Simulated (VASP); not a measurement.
# Ta (Im-3m) in VASP: notebook, part 2 of 2

VASP 6.6.1. The steps go on from the part before.

## 3. Single point, LDA

This run uses another cell than the first one, of 17.25 Å³/atom.

File INCAR:

```
SYSTEM = Ta
ALGO     = Normal         ! electronic algorithm
EDIFF    = 1E-6           ! SCF threshold, eV
ENCUT    = 500            ! plane-wave cutoff, eV
GGA      = CA             ! functional
GGA_COMPAT= .False.      
ISIF     = 2              ! what is computed and relaxed
ISMEAR   = -1             ! smearing method
LASPH    = .True.         ! aspherical terms in the spheres
LCHARG   = .False.        ! write CHGCAR
LREAL    = .False.        ! projectors in reciprocal space
LWAVE    = .False.        ! write WAVECAR
NBANDS   = 12             ! bands
NELM     = 120            ! most SCF steps
PREC     = Accurate       ! precision mode
SIGMA    = 0.15           ! smearing width, eV
```

File KPOINTS:

```
k-points
0
Gamma
  16 16 16
  0 0 0
```

File POSCAR:

```
Ta
1.0
   -1.6278024054      1.6278024054      1.6278024054
    1.6278024054     -1.6278024054      1.6278024054
    1.6278024054      1.6278024054     -1.6278024054
Ta
1
Direct
    0.0000000000      0.0000000000      0.0000000000
```

Potentials or basis: VASP PAW LDA potentials, release 64 (Ta_pv).

Run with:

```
$ cat potpaw_LDA.64/Ta_pv/POTCAR > POTCAR
$ mpirun -np 1 vasp_std > vasp.out
```

OUTCAR:

```text
SYSTEM = Ta
   EDIFF = 1E-6
   ENCUT = 500
   GGA = CA
   ISIF = 2
   ISMEAR = -1
   LASPH = .True.
   LREAL = .False.
   NELM = 120
   PREC = Accurate

 ion  position               nearest neighbor table
   1  0.000  0.000  0.000-

  LATTYP: Found a body centered cubic cell.
 ALAT       =     3.2556048108

  Lattice vectors:

 A1 = (  -1.6278024054,   1.6278024054,   1.6278024054)
 A2 = (   1.6278024054,  -1.6278024054,   1.6278024054)
 A3 = (   1.6278024054,   1.6278024054,  -1.6278024054)

Analysis of symmetry for initial positions (statically):
=====================================================================
 Subroutine PRICEL returns:
 Original cell was already a primitive cell.

 Routine SETGRP: Setting up the symmetry group for a
 body centered cubic supercell.

 Subroutine GETGRP returns: Found 48 space group operations
 (whereof 48 operations were pure point group operations)
 out of a pool of 48 trial point group operations.

The static configuration has the point symmetry O_h .

Analysis of symmetry for dynamics (positions and initial velocities):
=====================================================================
 Subroutine PRICEL returns:
 Original cell was already a primitive cell.

 Routine SETGRP: Setting up the symmetry group for a
 body centered cubic supercell.

 Subroutine GETGRP returns: Found 48 space group operations
 (whereof 48 operations were pure point group operations)
 out of a pool of 48 trial point group operations.

The dynamic configuration has the point symmetry O_h .

 Subroutine INISYM returns: Found 48 space group operations
 (whereof 48 operations are pure point group operations),
 and found     1 'primitive' translations

----------------------------------------------------------------------------------------

                                     Primitive cell

  volume of cell :      17.2530

  direct lattice vectors                    reciprocal lattice vectors
    -1.627802405  1.627802405  1.627802405     0.000000000  0.307162588  0.307162588
     1.627802405 -1.627802405  1.627802405     0.307162588  0.000000000  0.307162588
     1.627802405  1.627802405 -1.627802405     0.307162588  0.307162588  0.000000000

  length of vectors
     2.819436471  2.819436471  2.819436471     0.434393498  0.434393498  0.434393498

  position of ions in fractional coordinates (direct lattice)
     0.000000000  0.000000000  0.000000000

  ion indices of the primitive-cell ions
   primitive index   ion index
                 1           1

----------------------------------------------------------------------------------------

 KPOINTS: k-points

Automatic generation of k-mesh.
 Grid dimensions read from file:
 generate k-points for:   16   16   16

 Generating k-lattice:

  Cartesian coordinates                     Fractional coordinates (reciprocal lattice)
     0.000000000  0.019197662  0.019197662     0.062500000  0.000000000  0.000000000
     0.019197662  0.000000000  0.019197662     0.000000000  0.062500000  0.000000000
     0.019197662  0.019197662  0.000000000     0.000000000  0.000000000  0.062500000

  Length of vectors
     0.027149594  0.027149594  0.027149594

  Shift w.r.t. Gamma in fractional coordinates (k-lattice)
     0.000000000  0.000000000  0.000000000

 Subroutine IBZKPT returns following result:
 ===========================================

 Found    145 irreducible k-points:

 Following reciprocal coordinates:
            Coordinates               Weight
  0.000000  0.000000  0.000000      1.000000
  0.062500  0.000000  0.000000     12.000000
  0.125000  0.000000  0.000000     12.000000
  0.187500  0.000000  0.000000     12.000000
  0.250000  0.000000  0.000000     12.000000
  0.312500  0.000000  0.000000     12.000000
[... 16 lines left out ...]
  0.187500  0.187500  0.000000     24.000000
  0.250000  0.187500  0.000000     48.000000
 [... further k-points ...]
   k-points           NKPTS =    145   k-points in BZ     NKDIM =    145   number of bands    NBANDS=     12
   number of dos      NEDOS =    301   number of ions     NIONS =      1
   total plane-waves  NPLWV =  13824
   dimension x,y,z NGX =    24 NGY =   24 NGZ =   24
   dimension x,y,z NGXF=    48 NGYF=   48 NGZF=   48
   ions per type =               1
   NGX,Y,Z   is equivalent  to a cutoff of  14.15, 14.15, 14.15 a.u.
   NGXF,Y,Z  is equivalent  to a cutoff of  28.30, 28.30, 28.30 a.u.
 SYSTEM =  Ta
   PREC   = accura    normal or accurate (medium, high low for compatibility)
   ISTART =      0    job   : 0-new  1-cont  2-samecut
   ICHARG =      2    charge: 1-file 2-atom 10-const
   ISPIN  =      1    spin polarized calculation?
   LNONCOLLINEAR =      F non collinear calculations
   LSORBIT =      F    spin-orbit coupling
   LASPH  =      T    aspherical Exc in radial PAW
   ENCUT  =  500.0 eV  36.75 Ry    6.06 a.u.   5.14  5.14  5.14*2*pi/ulx,y,z
   NELM   =    120;   NELMIN=  2; NELMDL= -5     # of ELM steps
   EDIFF  = 0.1E-05   stopping-criterion for ELM
   LREAL  =      F    real-space projection
   EDIFFG = 0.1E-04   stopping-criterion for IOM
   NSW    =      0    number of steps for IOM
   IBRION =     -1    ionic relax: 0-MD 1-quasi-New 2-CG
   NFREE  =      0    steps in history (QN), initial steepest desc. (CG)
   ISIF   =      2    stress and relaxation
   ISYM   =      2    0-nonsym 1-usesym 2-fastsym
   POTIM  = 0.5000    time-step for ionic-motion
   TEBEG  =    0.0;   TEEND  =   0.0 temperature during run
   PSTRESS=    0.0 pullay stress
   NELECT =      11.0000    total number of electrons
   NUPDOWN=      -1.0000    fix difference up-down
   EMIN   =  10.00;   EMAX   =-10.00  energy-range for DOS
   EFERMI =   0.00;   METHOD = LEGACY
   ISMEAR =    -1;   SIGMA  =   0.15  broadening in eV -4-tet -1-fermi 0-gaus
   EFERMI_NEDOS =   21; number of points for ismear=-14 and -15
   IALGO  =     38    algorithm
   IMIX   =      4    mixing-type and parameters
     AMIX     =   0.40;   BMIX     =  1.00
     AMIX_MAG =   1.60;   BMIX_MAG =  1.00
  volume/ion in A,a.u.               =      17.25       116.43
  Fermi-wavevector in a.u.,A,eV,Ry     =   1.409021  2.662663 27.012182  1.985339
  Thomas-Fermi vector in A             =   2.531119
   LORBIT       =      0    0 simple, 1 ext, 2 COOP (PROOUT), +10 PAW based schemes
   GGA     = CA    functional components
   LHFCALC =     F    Hartree Fock is set to
   AEXX    =    0.0000 exact exchange contribution
   IVDW    =     0    specifies the selected vdW correction
   LEPSILON=     F    determine dielectric tensor
   LRPA    =     F    only Hartree local field effects (RPA)
 non-spin polarized calculation
  energy-cutoff  :      500.00
  volume of cell :       17.25
 maximum number of plane-waves:       466
 NGX is ok and might be reduce to    24
   NGX = 11   NGY = 11   NGZ = 11

 number of electron      11.0000000 magnetization

 Free energy of the ion-electron system (eV)
  ---------------------------------------------------
  ext. energy  EPLUGINS =         0.00000000
  ---------------------------------------------------
  free energy    TOTEN  =       -12.87366676 eV

  energy without entropy =      -12.78002148  energy(sigma->0) =      -12.82684412

 E-fermi :   5.7908     XC(G=0): -13.0153

 val. band max:        5.7869818474   @ k =   0.3125   0.0625   0.0000
 cond. band min:       5.8143953998   @ k =   0.3125   0.1250   0.1250
 fundamental gap:      0.0274135523
 Fermi energy:         5.7908437862

 k-point     1 :       0.0000    0.0000    0.0000
  band No.  band energies     occupation
      1     -26.9631      2.00000
      2     -26.9631      2.00000
      3     -26.9631      2.00000
      4      -2.2407      2.00000
      5       6.4323      0.02741
      6       6.4323      0.02741
      7       6.4323      0.02741
      8       9.8453      0.00000
      9       9.8453      0.00000
     10      19.6025      0.00000
     11      21.0371      0.00000
     12      21.0371      0.00000
[... 331 lines left out ...]
 k-point    24 :       0.2500    0.1875    0.0000
  band No.  band energies     occupation
      1     -28.0480      2.00000
      2     -27.4124      2.00000
      3     -27.0830      2.00000
      4       2.0416      2.00000
      5       4.4019      1.99981
      6       5.1547      1.97162
      7       9.1747      0.00000
      8      10.7664      0.00000
      9      12.8435      0.00000
     10      19.1257      0.00000
     11      19.6348      0.00000
     12      21.9498      0.00000

 [... further k-points ...]

------------------------ aborting loop because EDIFF is reached ----------------------------------------

  FORCE on cell =-STRESS in cart. coord.  units (eV):
  Direction    XX          YY          ZZ          XY          YZ          ZX
  --------------------------------------------------------------------------------------
  -------------------------------------------------------------------------------------
  Total        0.0915282      0.0915282      0.0915282      0.0000000      0.0000000      0.0000000
  in kB        8.4996430      8.4996430      8.4996430      0.0000000      0.0000000      0.0000000
  external PRESSURE =       8.4996430 kB  Pullay stress =       0.0000000 kB

 VOLUME and BASIS-vectors are now :
 -----------------------------------------------------------------------------
  energy-cutoff  :      500.00
  volume of cell :       17.25
      direct lattice vectors                 reciprocal lattice vectors
    -1.627802405  1.627802405  1.627802405     0.000000000  0.307162588  0.307162588
     1.627802405 -1.627802405  1.627802405     0.307162588  0.000000000  0.307162588
     1.627802405  1.627802405 -1.627802405     0.307162588  0.307162588  0.000000000

 POSITION                                       TOTAL-FORCE (eV/Angst)
 -----------------------------------------------------------------------------------
      0.00000      0.00000      0.00000        -0.000000     -0.000000     -0.000000
 -----------------------------------------------------------------------------------
    total drift:                                0.000000      0.000000      0.000000

  FREE ENERGIE OF THE ION-ELECTRON SYSTEM (eV)
  ---------------------------------------------------
  free  energy   TOTEN  =       -12.8736667584 eV

  energy  without entropy=      -12.7800214797  energy(sigma->0) =      -12.82684412
```

It took 12 s on 1 thread of Intel Xeon Platinum 8375C at 2.90GHz (Ice Lake), shared host; peak memory 0.15 GiB.

Results:

```yaml
Free_energy: -12.8737 eV
Pressure: 0.8 GPa
Band_gap_on_the_k_mesh: zero (an odd number of electrons rules out a gap without spin polarisation)
```

Caveat: spin-orbit coupling is left out, which moves the levels of the heavy elements.

## 4. Relaxation of cell and atoms, LDA

File INCAR:

```
SYSTEM = Ta
PREC = Accurate
ENCUT = 500
EDIFF = 1E-7
ISMEAR = 0
SIGMA = 0.1
LREAL = .FALSE.
LASPH = .TRUE.
NELM = 120
ALGO = Normal
ISIF = 3
LWAVE = .FALSE.
LCHARG = .FALSE.
IBRION = 2
NSW = 100
EDIFFG = -0.002
GGA_COMPAT = .FALSE.
NELMIN = 4
```

File KPOINTS:

```
Automatic mesh
0
G
  16 16 16
  0 0 0
```

File POSCAR:

```
Ta
1.0
   -1.6234893962      1.6234893962      1.6234893962
    1.6234893962     -1.6234893962      1.6234893962
    1.6234893962      1.6234893962     -1.6234893962
Ta
1
Direct
    0.0000000000      0.0000000000      0.0000000000
```

Run with:

```
$ cat potpaw_LDA.64/Ta_pv/POTCAR > POTCAR
$ mpirun -np 1 vasp_std > vasp.out
```

It took 24 s on 1 thread of Intel Xeon Platinum 8375C at 2.90GHz (Ice Lake), shared host; peak memory 0.15 GiB.

It converged, with:

```yaml
Free_energy: -12.8273 eV
Relaxed_volume: 17.27 Å³/atom
Relaxed_cell: a = 2.821 Å, b = 2.821 Å, c = 2.821 Å, α = 109.47°, β = 109.47°, γ = 109.47°
Space_group_after_relaxing_to_0.1_Å: Im-3m (No. 229)
Energy_gained_by_relaxing: 1.0 meV/atom
Ionic_steps: 3
Pressure_after_relaxing: 0.0 GPa
Band_gap_on_the_k_mesh: zero (an odd number of electrons rules out a gap without spin polarisation)
```

The path:
| step | energy change (eV) | largest force (eV/Å) | pressure (GPa) | volume (Å³) |
| --- | --- | --- | --- | --- |
| 1 | 0.0000 | 0.0000 | 1.98 | 17.12 |
| 2 | 0.0042 | 0.0000 | -4.38 | 17.65 |
| 3 | -0.0010 | 0.0000 | -0.01 | 17.27 |

Final structure:
```xyz
1
Lattice="-1.6285 1.6285 1.6285 1.6285 -1.6285 1.6285 1.6285 1.6285 -1.6285" Properties=species:S:1:pos:R:3 pbc="T T T"
Ta    0.0000    0.0000    0.0000
```

Levels at points of the mesh, in eV from the Fermi level:
```tsv
k point	band 3	band 4	band 5	band 6	band 7	band 8
(0.00, 0.00, 0.00)	-32.72	-7.99	0.68	0.68	0.68	4.09
(0.50, 0.00, 0.00)	-32.73	-4.55	-1.70	1.95	4.00	5.06
(0.50, 0.50, 0.50)	-33.67	-4.07	-4.07	7.14	7.14	7.14
```

Caveat: spin-orbit coupling is left out, which moves the levels of the heavy elements.

## 5. Relaxation of cell and atoms, LDA

This run uses another cell than the first one, of 17.21 Å³/atom.

File INCAR:

```
PREC = Accurate
ENCUT = 500
EDIFF = 1E-7
ISMEAR = -1
SIGMA = 0.15
LREAL = F
LASPH = T
NELM = 120
ALGO = Normal
ISIF = 3
LWAVE = F
LCHARG = F
GGA = CA
IBRION = 2
NSW = 80
EDIFFG = -0.001
GGA_COMPAT = F
NELMIN = 4
```

File KPOINTS:

```
regular mesh
0
Gamma
  16 16 16
```

File POSCAR:

```
Ta
1.0
   -1.6263540845      1.6263540845      1.6263540845
    1.6263540845     -1.6263540845      1.6263540845
    1.6263540845      1.6263540845     -1.6263540845
Ta
1
Direct
    0.0000000000      0.0000000000      0.0000000000
```

Run with:

```
$ cat potpaw_LDA.64/Ta_pv/POTCAR > POTCAR
$ mpirun -np 1 vasp_std > vasp.out
```

Wall time 24 s (1 thread of Intel Xeon Platinum 8375C at 2.90GHz (Ice Lake), shared host); peak memory 0.15 GiB.

Results (log left out):

```
Free energy                           : -12.8738 eV
Relaxed volume                        : 17.32 Å³/atom
Relaxed cell                          : a = 2.823 Å, b = 2.823 Å, c = 2.823 Å, α = 109.47°, β = 109.47°, γ = 109.47°
Space group after relaxing (to 0.1 Å) : Im-3m (No. 229)
Energy gained by relaxing             : 0.5 meV/atom
Ionic steps                           : 3
Pressure after relaxing               : 0.0 GPa
Band gap on the k mesh                : zero (an odd number of electrons rules out a gap without spin polarisation)
```

The path:
| step | energy change (eV) | largest force (eV/Å) | pressure (GPa) | volume (Å³) |
| --- | --- | --- | --- | --- |
| 1 | 0.0000 | 0.0000 | 1.43 | 17.21 |
| 2 | 0.0023 | 0.0000 | -3.25 | 17.59 |
| 3 | -0.0005 | 0.0000 | -0.01 | 17.32 |

Final structure:
```
CELL_PARAMETERS angstrom
-1.62993 1.62993 1.62993
1.62993 -1.62993 1.62993
1.62993 1.62993 -1.62993
ATOMIC_POSITIONS crystal
Ta 0.00000 0.00000 0.00000
```

Levels at points of the mesh, in eV from the Fermi level:
```
           k point  band 2  band 3  band 4  band 5  band 6  band 7  band 8  band 9
(0.00, 0.00, 0.00)  -32.77  -32.77   -8.02    0.64    0.64    0.64    4.04    4.04
(0.50, 0.00, 0.00)  -33.21  -32.78   -4.58   -1.73    1.90    3.95    5.01    8.11
(0.50, 0.50, 0.50)  -33.71  -33.71   -4.09   -4.09    7.08    7.08    7.08    9.09
```

Caveat: spin-orbit coupling is left out, which moves the levels of the heavy elements.

## 6. Overview

```csv
task,cell,k mesh,smearing,gap on the mesh (eV),pressure (GPa),relaxed volume (Å³/atom)
single point,"a = 2.812 Å, angles 109.5°, 1 atom",8 × 8 × 8,gaussian 0.1 eV,none,1.0,-
single point,"a = 2.819 Å, angles 109.5°, 1 atom",16 × 16 × 16,fermi-dirac 0.15 eV,none,0.8,-
relaxation of cell and atoms,"relaxed from a = 2.812 Å, angles 109.5°, 1 atom",16 × 16 × 16,gaussian 0.1 eV,none,0.0,17.27
relaxation of cell and atoms,"relaxed from a = 2.817 Å, angles 109.5°, 1 atom",16 × 16 × 16,fermi-dirac 0.15 eV,none,0.0,17.32
```

Alike in all rows: level LDA; potentials or basis VASP PAW LDA potentials, release 64 (Ta_pv); no spin polarisation; cutoff (eV) 500.

Caveats: spin-orbit coupling is left out, which moves the levels of the heavy elements.

Absolute energies hang on the potentials; compare differences alone.

The gap in the log of VASP goes by the Fermi energy; the results here count the filled bands.